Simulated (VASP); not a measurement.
Si4O7 (a cell with a defect), 11 atoms in the cell. The cell holds a defect, 11 atoms: a = 5.080 Å, b = 5.080 Å, c = 7.091 Å, α = 90.00°, β = 90.00°, γ = 90.00°.  This cell differs from its parent crystal: atoms taken out, atom 9 moved 0.875 of the way to it and +0.900 Å across, host rigid.

```yaml
Program: VASP 6.6.1
Task: single point
Functional: PBE
Potentials_or_basis: VASP PAW PBE potentials, release 64 (Si, O)
Cutoff: 520 eV
k_mesh: 4 × 4 × 4
Occupations: gaussian, width 0.05 eV
Spin: no spin polarisation
Dipole_correction: no
Further_INCAR_settings: ALGO = Normal; EDIFF = 1e-06; NBANDS = 40
```

Potentials or basis: VASP PAW PBE potentials, release 64 (Si, O).

Launch:

```sh
$ cat potpaw_PBE.64/Si/POTCAR potpaw_PBE.64/O/POTCAR > POTCAR
$ mpirun -np 1 vasp_std > vasp.out
```

Hardware: 1 thread of Intel Xeon 8259CL (shared host).

Problem. Estimate the wall time of this run.

Solution. Wall time 8.7 min on 1 thread of Intel Xeon 8259CL, with other jobs on the host, peak memory 0.38 GiB. Counts: scf iterations 16, k points 36.
